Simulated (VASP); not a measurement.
# Pt (R-3m) in VASP: single point with PBEsol

Aim: the single point of Pt with PBEsol.

Everything below comes from runs of VASP 6.6.1. Logs are shortened: lines on timing, memory, paths and dates and some standing lists are left out, and cuts for length are marked.

### Step 1. The cell of the first run

The structure is trigonal, space group R-3m (No. 166). The conventional cell has a = 5.646 Å, b = 5.646 Å, c = 1.729 Å, α = 90.00°, β = 90.00°, γ = 120.00°. Within 2.3 Å of Pt (site symmetry -3m) lie 2 Pt at 1.73 Å.

### Step 2. Single point, PBEsol

INCAR

```
SYSTEM = Pt
  PREC = Accurate
  ENCUT = 570
  EDIFF = 1E-6
  ISMEAR = 0
  SIGMA = 0.15
  LREAL = .False.
  LASPH = .True.
  NELM = 120
  ALGO = Normal
  ISIF = 2
  LWAVE = .False.
  LCHARG = .False.
  GGA = PS
  NBANDS = 15
  GGA_COMPAT = .False.
```

KPOINTS

```
Automatic mesh
0
Gamma
  24 24 24
  0 0 0
```

POSCAR

```
Pt
1.0
   -2.3286574799      1.6633267714      1.6633267714
    1.6633267714     -2.3286574799      1.6633267714
    1.6633267714      1.6633267714     -2.3286574799
Pt
1
Direct
    0.0000000000      0.0000000000      0.0000000000
```

Potentials or basis: VASP PAW PBE potentials, release 64 (Pt_sv_GW).

Launch:

```
cat potpaw_PBE.64/Pt_sv_GW/POTCAR > POTCAR
mpirun -np 1 vasp_std > vasp.out
```

OUTCAR:

```text
SYSTEM = Pt
   PREC = Accurate
   ENCUT = 570
   EDIFF = 1E-6
   ISMEAR = 0
   LREAL = .False.
   LASPH = .True.
   NELM = 120
   ISIF = 2
   GGA = PS

 ion  position               nearest neighbor table
   1  0.000  0.000  0.000-

  LATTYP: Found a trigonal (rhomboedric) cell.
 ALAT       =     3.3099784827
 COS(alpha) =    -0.4545454545

  Lattice vectors:

 A1 = (  -2.3286574799,   1.6633267714,   1.6633267714)
 A2 = (   1.6633267714,  -2.3286574799,   1.6633267714)
 A3 = (   1.6633267714,   1.6633267714,  -2.3286574799)

Analysis of symmetry for initial positions (statically):
=====================================================================
 Subroutine PRICEL returns:
 Original cell was already a primitive cell.

 Routine SETGRP: Setting up the symmetry group for a
 trigonal (rhombohedral) supercell.

 Subroutine GETGRP returns: Found 12 space group operations
 (whereof 12 operations were pure point group operations)
 out of a pool of 12 trial point group operations.

The static configuration has the point symmetry D_3d.

Analysis of symmetry for dynamics (positions and initial velocities):
=====================================================================
 Subroutine PRICEL returns:
 Original cell was already a primitive cell.

 Routine SETGRP: Setting up the symmetry group for a
 trigonal (rhombohedral) supercell.

 Subroutine GETGRP returns: Found 12 space group operations
 (whereof 12 operations were pure point group operations)
 out of a pool of 12 trial point group operations.

The dynamic configuration has the point symmetry D_3d.

 Subroutine INISYM returns: Found 12 space group operations
 (whereof 12 operations are pure point group operations),
 and found     1 'primitive' translations

----------------------------------------------------------------------------------------

                                     Primitive cell

  volume of cell :      15.9040

  direct lattice vectors                    reciprocal lattice vectors
    -2.328657480  1.663326771  1.663326771     0.167001327  0.417503317  0.417503317
     1.663326771 -2.328657480  1.663326771     0.417503317  0.167001327  0.417503317
     1.663326771  1.663326771 -2.328657480     0.417503317  0.417503317  0.167001327

  length of vectors
     3.309978483  3.309978483  3.309978483     0.613602056  0.613602056  0.613602056

  position of ions in fractional coordinates (direct lattice)
     0.000000000  0.000000000  0.000000000

  ion indices of the primitive-cell ions
   primitive index   ion index
                 1           1

----------------------------------------------------------------------------------------

 KPOINTS: Automatic mesh

Automatic generation of k-mesh.
 Grid dimensions read from file:
 generate k-points for:   24   24   24

 Generating k-lattice:

  Cartesian coordinates                     Fractional coordinates (reciprocal lattice)
     0.006958389  0.017395972  0.017395972     0.041666667 -0.000000000  0.000000000
     0.017395972  0.006958389  0.017395972    -0.000000000  0.041666667  0.000000000
     0.017395972  0.017395972  0.006958389    -0.000000000 -0.000000000  0.041666667

  Length of vectors
     0.025566752  0.025566752  0.025566752

  Shift w.r.t. Gamma in fractional coordinates (k-lattice)
     0.000000000  0.000000000  0.000000000

 Subroutine IBZKPT returns following result:
 ===========================================

 Found   1313 irreducible k-points:

 Following reciprocal coordinates:
            Coordinates               Weight
  0.000000  0.000000  0.000000      1.000000
  0.041667  0.000000  0.000000      6.000000
  0.083333 -0.000000  0.000000      6.000000
  0.125000  0.000000  0.000000      6.000000
  0.166667  0.000000  0.000000      6.000000
  0.208333  0.000000  0.000000      6.000000
[... 16 lines left out ...]
  0.416667  0.041667  0.000000     12.000000
  0.458333  0.041667  0.000000     12.000000
 [... further k-points ...]
   k-points           NKPTS =   1313   k-points in BZ     NKDIM =   1313   number of bands    NBANDS=     15
   number of dos      NEDOS =    301   number of ions     NIONS =      1
   total plane-waves  NPLWV =  21952
   dimension x,y,z NGX =    28 NGY =   28 NGZ =   28
   dimension x,y,z NGXF=    56 NGYF=   56 NGZF=   56
   ions per type =               1
   NGX,Y,Z   is equivalent  to a cutoff of  14.06, 14.06, 14.06 a.u.
   NGXF,Y,Z  is equivalent  to a cutoff of  28.13, 28.13, 28.13 a.u.
 SYSTEM =  Pt
   PREC   = accura    normal or accurate (medium, high low for compatibility)
   ISTART =      0    job   : 0-new  1-cont  2-samecut
   ICHARG =      2    charge: 1-file 2-atom 10-const
   ISPIN  =      1    spin polarized calculation?
   LNONCOLLINEAR =      F non collinear calculations
   LSORBIT =      F    spin-orbit coupling
   LASPH  =      T    aspherical Exc in radial PAW
   ENCUT  =  570.0 eV  41.89 Ry    6.47 a.u.   6.44  6.44  6.44*2*pi/ulx,y,z
   NELM   =    120;   NELMIN=  2; NELMDL= -5     # of ELM steps
   EDIFF  = 0.1E-05   stopping-criterion for ELM
   LREAL  =      F    real-space projection
   EDIFFG = 0.1E-04   stopping-criterion for IOM
   NSW    =      0    number of steps for IOM
   IBRION =     -1    ionic relax: 0-MD 1-quasi-New 2-CG
   NFREE  =      0    steps in history (QN), initial steepest desc. (CG)
   ISIF   =      2    stress and relaxation
   ISYM   =      2    0-nonsym 1-usesym 2-fastsym
   POTIM  = 0.5000    time-step for ionic-motion
   TEBEG  =    0.0;   TEEND  =   0.0 temperature during run
   PSTRESS=    0.0 pullay stress
   NELECT =      18.0000    total number of electrons
   NUPDOWN=      -1.0000    fix difference up-down
   EMIN   =  10.00;   EMAX   =-10.00  energy-range for DOS
   EFERMI =   0.00;   METHOD = LEGACY
   ISMEAR =     0;   SIGMA  =   0.15  broadening in eV -4-tet -1-fermi 0-gaus
   EFERMI_NEDOS =   21; number of points for ismear=-14 and -15
   IALGO  =     38    algorithm
   IMIX   =      4    mixing-type and parameters
     AMIX     =   0.40;   BMIX     =  1.00
     AMIX_MAG =   1.60;   BMIX_MAG =  1.00
  volume/ion in A,a.u.               =      15.90       107.33
  Fermi-wavevector in a.u.,A,eV,Ry     =   1.706070  3.224005 39.602135  2.910675
  Thomas-Fermi vector in A             =   2.785174
   LORBIT       =      0    0 simple, 1 ext, 2 COOP (PROOUT), +10 PAW based schemes
   GGA     = PS    functional components
   LHFCALC =     F    Hartree Fock is set to
   AEXX    =    0.0000 exact exchange contribution
   IVDW    =     0    specifies the selected vdW correction
   LEPSILON=     F    determine dielectric tensor
   LRPA    =     F    only Hartree local field effects (RPA)
 non-spin polarized calculation
 Gauss-broadening in eV      SIGMA  =   0.15
  energy-cutoff  :      570.00
  volume of cell :       15.90
 maximum number of plane-waves:       509
 NGX is ok and might be reduce to    28
   NGX = 13   NGY = 13   NGZ = 13

 number of electron      17.9999999 magnetization

 Free energy of the ion-electron system (eV)
  ---------------------------------------------------
  ext. energy  EPLUGINS =         0.00000000
  ---------------------------------------------------
  free energy    TOTEN  =         6.99779180 eV

  energy without entropy =        7.00204922  energy(sigma->0) =        6.99992051

 E-fermi :  10.9362     XC(G=0): -13.3467

 val. band max:       10.9337666191   @ k =   0.2917   0.2917   0.2083
 cond. band min:      10.9470406951   @ k =  -0.3333   0.4167   0.1667
 fundamental gap:      0.0132740760
 Fermi energy:        10.9361631847

 k-point     1 :       0.0000    0.0000    0.0000
  band No.  band energies     occupation
      1     -92.2548      2.00000
      2     -45.2096      2.00000
      3     -45.2096      2.00000
      4     -40.0434      2.00000
      5      -5.4091      2.00000
      6       0.6379      2.00000
      7       3.5396      2.00000
      8       3.5396      2.00000
      9      15.6891      0.00000
     10      15.6891      0.00000
     11      20.3761      0.00000
     12      22.4862      0.00000
     13      22.4862      0.00000
     14      29.7701      0.00000
     15      29.7701      0.00000

 k-point     2 :       0.0417    0.0000    0.0000
  band No.  band energies     occupation
      1     -92.2145      2.00000
      2     -45.1760      2.00000
      3     -45.1757      2.00000
      4     -40.3909      2.00000
      5      -4.9250      2.00000
      6       0.7759      2.00000
      7       3.5987      2.00000
      8       3.6122      2.00000
      9      14.7639      0.00000
     10      14.7722      0.00000
     11      20.4787      0.00000
     12      23.0887      0.00000
     13      23.1597      0.00000
     14      29.8302      0.00000
     15      29.8620      0.00000

 k-point     3 :       0.0833   -0.0000    0.0000
  band No.  band energies     occupation
      1     -92.0964      2.00000
      2     -45.0771      2.00000
      3     -45.0762      2.00000
      4     -41.3655      2.00000
      5      -3.5735      2.00000
      6       1.2165      2.00000
      7       3.7747      2.00000
      8       3.8280      2.00000
      9      12.7201      0.00000
     10      12.7459      0.00000
     11      20.7817      0.00000
     12      24.1040      0.00000
     13      24.4393      0.00000
     14      30.0229      0.00000
     15      30.1849      0.00000
[... 343 lines left out ...]
 k-point    23 :       0.4167    0.0417    0.0000
  band No.  band energies     occupation
      1     -89.4517      2.00000
      2     -53.8808      2.00000
      3     -43.0210      2.00000
      4     -43.0085      2.00000
      5      -3.1576      2.00000
      6      -2.9236      2.00000
      7       8.5013      2.00000
      8       8.9338      2.00000
      9      10.7389      1.93704
     10      17.1295      0.00000
     11      24.0172      0.00000
     12      27.3187      0.00000
     13      27.5443      0.00000
     14      31.1400      0.00000
     15      31.5751      0.00000

 k-point    24 :       0.4583    0.0417    0.0000
  band No.  band energies     occupation
      1     -89.3921      2.00000
      2     -54.0706      2.00000
      3     -42.9784      2.00000
      4     -42.9652      2.00000
      5      -3.3664      2.00000
      6      -3.1228      2.00000
      7       8.6304      2.00000
      8       9.1164      2.00000
      9      11.7459      0.00000
     10      16.2769      0.00000
     11      23.7206      0.00000
     12      26.6769      0.00000
     13      27.9528      0.00000
     14      31.0150      0.00000
     15      31.7364      0.00000

 [... further k-points ...]

------------------------ aborting loop because EDIFF is reached ----------------------------------------

  FORCE on cell =-STRESS in cart. coord.  units (eV):
  Direction    XX          YY          ZZ          XY          YZ          ZX
  --------------------------------------------------------------------------------------
  -------------------------------------------------------------------------------------
  Total       37.1987898     37.1987898     37.1987898     36.1506628     36.1506628     36.1506628
  in kB     3747.4248004   3747.4248004   3747.4248004   3641.8359600   3641.8359600   3641.8359600
  external PRESSURE =    3747.4248004 kB  Pullay stress =       0.0000000 kB

 VOLUME and BASIS-vectors are now :
 -----------------------------------------------------------------------------
  energy-cutoff  :      570.00
  volume of cell :       15.90
      direct lattice vectors                 reciprocal lattice vectors
    -2.328657480  1.663326771  1.663326771     0.167001327  0.417503317  0.417503317
     1.663326771 -2.328657480  1.663326771     0.417503317  0.167001327  0.417503317
     1.663326771  1.663326771 -2.328657480     0.417503317  0.417503317  0.167001327

 POSITION                                       TOTAL-FORCE (eV/Angst)
 -----------------------------------------------------------------------------------
      0.00000      0.00000      0.00000        -0.000000      0.000000      0.000000
 -----------------------------------------------------------------------------------
    total drift:                               -0.000000      0.000000      0.000000

  FREE ENERGIE OF THE ION-ELECTRON SYSTEM (eV)
  ---------------------------------------------------
  free  energy   TOTEN  =         6.9977917952 eV

  energy  without entropy=        7.0020492197  energy(sigma->0) =        6.99992051
```

It took 17 min on 1 thread of AMD EPYC, shared host; peak memory 0.45 GiB.

Results:

- Free energy: 6.9978 eV
- Pressure: 374.7 GPa
- Band gap on the k mesh: zero (bands 9 and 10 overlap by 9.42 eV)

Levels at points of the mesh, in eV from the Fermi level:
| k point | band 6 | band 7 | band 8 | band 9 | band 10 | band 11 | band 12 | band 13 |
| --- | --- | --- | --- | --- | --- | --- | --- | --- |
| (0.00, 0.00, 0.00) | -10.30 | -7.40 | -7.40 | 4.75 | 4.75 | 9.44 | 11.55 | 11.55 |
| (0.50, 0.00, 0.00) | -14.06 | -2.31 | -1.82 | 0.86 | 5.23 | 12.78 | 16.21 | 16.80 |
| (0.50, 0.50, 0.00) | -8.85 | -5.65 | -3.07 | -3.01 | 4.77 | 4.82 | 5.99 | 13.66 |
| (0.50, 0.50, 0.50) | -14.37 | -1.84 | -1.84 | 2.94 | 10.11 | 10.11 | 10.73 | 16.03 |

Caveat: atoms lie so close that the PAW spheres overlap strongly, which falsifies energies and pressures; the cell stands under pressure; the PAW data sets were made with another functional, which shifts forces and pressure a little; spin-orbit coupling is left out, which moves the levels of the heavy elements.
